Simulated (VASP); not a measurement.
Crystal: PtSeS3.

```xyz
5
Lattice="4.7126 0.0000 0.0000 0.0000 4.7126 0.0000 0.0000 0.0000 4.9091" Properties=species:S:1:pos:R:3 pbc="T T T"
Pt    0.0000    0.0000    4.8246
Se    2.3563    2.3563    3.4524
S     2.3563    0.0000    4.3867
S     0.0000    2.3563    4.3867
S     0.0000    0.0000    2.3109
```

```yaml
Program: VASP 6.6.1
Task: relaxation of cell and atoms
Functional: PBE
Potentials_or_basis: VASP PAW PBE potentials, release 64 (Pt, Se, S)
Cutoff: 600 eV
k_mesh: 8 × 8 × 8
Occupations: gaussian, width 0.1 eV
Spin: no spin polarisation
```

At the start: pressure 0.2 GPa; volume 21.81 Å³/atom.

Q: Where does the relaxation end?

A: Over 11 steps the energy falls by 14.0 meV/atom and the volume is 21.86 Å³/atom (+0.2 %); space group P4mm (No. 99, to 0.05 Å).

Step by step:
| step | energy change (eV) | largest force (eV/Å) | pressure (GPa) | volume (Å³) |
| --- | --- | --- | --- | --- |
| 1 | 0.0000 | 0.8871 | 0.19 | 109.03 |
| 2 | -0.0476 | 0.3422 | 0.00 | 109.44 |
| 3 | -0.0579 | 0.2284 | -0.02 | 109.71 |
| 4 | -0.0659 | 0.1070 | 0.00 | 109.72 |
| 5 | -0.0666 | 0.1435 | 0.02 | 109.73 |
| 6 | -0.0680 | 0.1048 | -0.09 | 109.78 |
| 7 | -0.0694 | 0.0149 | -0.35 | 109.91 |
| 8 | -0.0701 | 0.0171 | -0.03 | 109.41 |
| 9 | -0.0701 | 0.0194 | 0.00 | 109.35 |
| 10 | -0.0701 | 0.0163 | 0.00 | 109.34 |
| 11 | -0.0702 | 0.0090 | -0.01 | 109.30 |

Final structure:
```cif
data_structure
_symmetry_space_group_name_H-M 'P 1'
_symmetry_Int_Tables_number 1
_cell_length_a 4.6525
_cell_length_b 4.6525
_cell_length_c 5.0494
_cell_angle_alpha 90.000
_cell_angle_beta 90.000
_cell_angle_gamma 90.000
_cell_volume 109.30
loop_
_atom_site_label
_atom_site_type_symbol
_atom_site_fract_x
_atom_site_fract_y
_atom_site_fract_z
_atom_site_occupancy
Pt1 Pt 0.00000 0.00000 0.00140 1
Se1 Se 0.50000 0.50000 0.69981 1
S1 S 0.50000 0.00000 0.88655 1
S2 S 0.00000 0.50000 0.88655 1
S3 S 0.00000 0.00000 0.46969 1
```
